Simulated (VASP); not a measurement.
## SiO2: relaxation of the atoms with LDA

The system is SiO2.

```
Si O
1.0
    -4.41060    4.41060    4.41060
     4.41060   -4.41060    4.41060
     4.41060    4.41060   -4.41060
Si O
6 12
Direct
  0.50000 0.25000 0.75000
  0.50000 0.75000 0.25000
  0.25000 0.75000 0.50000
  0.75000 0.25000 0.50000
  0.25000 0.50000 0.75000
  0.75000 0.50000 0.25000
  0.35230 0.00000 0.64770
  0.64770 0.64770 0.29540
  0.35230 0.64770 0.00000
  0.35230 0.70460 0.35230
  0.64770 0.29540 0.64770
  0.00000 0.35230 0.64770
  0.70460 0.35230 0.35230
  0.64770 0.35230 0.00000
  0.00000 0.64770 0.35230
  0.29540 0.64770 0.64770
  0.35230 0.35230 0.70460
  0.64770 0.00000 0.35230
```

```json
{
  "Program": "VASP 6.6.1",
  "Task": "relaxation of the atoms",
  "Functional": "LDA",
  "Potentials or basis": "VASP PAW LDA potentials, release 64 (Si, O)",
  "Cutoff": "520 eV",
  "k mesh": "4 × 4 × 4",
  "Occupations": "gaussian, width 0.02 eV",
  "Spin": "no spin polarisation",
  "Dipole correction": "no",
  "Further INCAR settings": "LREAL = Auto; ALGO = Normal; EDIFF = 1e-07; IBRION = 2; EDIFFG = -0.01; NSW = 50"
}
```

```
Energy gained by relaxing : 1.3 meV/atom
Ionic steps               : 3
Pressure after relaxing   : 3.8 GPa
Band gap on the k mesh    : 5.51 eV
```

The path:
| step | energy change (eV) | largest force (eV/Å) | pressure (GPa) |
| --- | --- | --- | --- |
| 1 | 0.0000 | 0.2048 | 4.57 |
| 2 | -0.0178 | 0.0977 | 4.18 |
| 3 | -0.0235 | 0.0010 | 3.81 |

Final structure:
```
Si O
1.0
    -4.41060    4.41060    4.41060
     4.41060   -4.41060    4.41060
     4.41060    4.41060   -4.41060
Si O
6 12
Direct
  0.50000 0.25000 0.75000
  0.50000 0.75000 0.25000
  0.25000 0.75000 0.50000
  0.75000 0.25000 0.50000
  0.25000 0.50000 0.75000
  0.75000 0.50000 0.25000
  0.35072 0.00000 0.64928
  0.64928 0.64928 0.29856
  0.35072 0.64928 0.00000
  0.35072 0.70144 0.35072
  0.64928 0.29856 0.64928
  0.00000 0.35072 0.64928
  0.70144 0.35072 0.35072
  0.64928 0.35072 0.00000
  0.00000 0.64928 0.35072
  0.29856 0.64928 0.64928
  0.35072 0.35072 0.70144
  0.64928 0.00000 0.35072
```

Levels at points of the mesh, in eV from the valence-band top:
```csv
k point,band 44,band 45,band 46,band 47,band 48,band 49,band 50,band 51,band 52,band 53
"(0.00, 0.00, 0.00)",-0.93,-0.60,-0.60,-0.60,0.00,5.51,8.62,8.62,8.62,8.82
"(0.50, 0.00, 0.00)",-0.83,-0.63,-0.53,-0.42,-0.20,6.70,6.88,8.44,8.44,8.63
"(0.50, 0.50, 0.50)",-0.81,-0.81,-0.20,-0.20,-0.20,7.50,7.50,7.55,8.04,8.04
```

Run time: 5.4 min on 4 MPI ranks on Oxide Virtual Turin-like Processor (shared host), peak memory 0.42 GiB a rank.

A k mesh can miss the band edges.
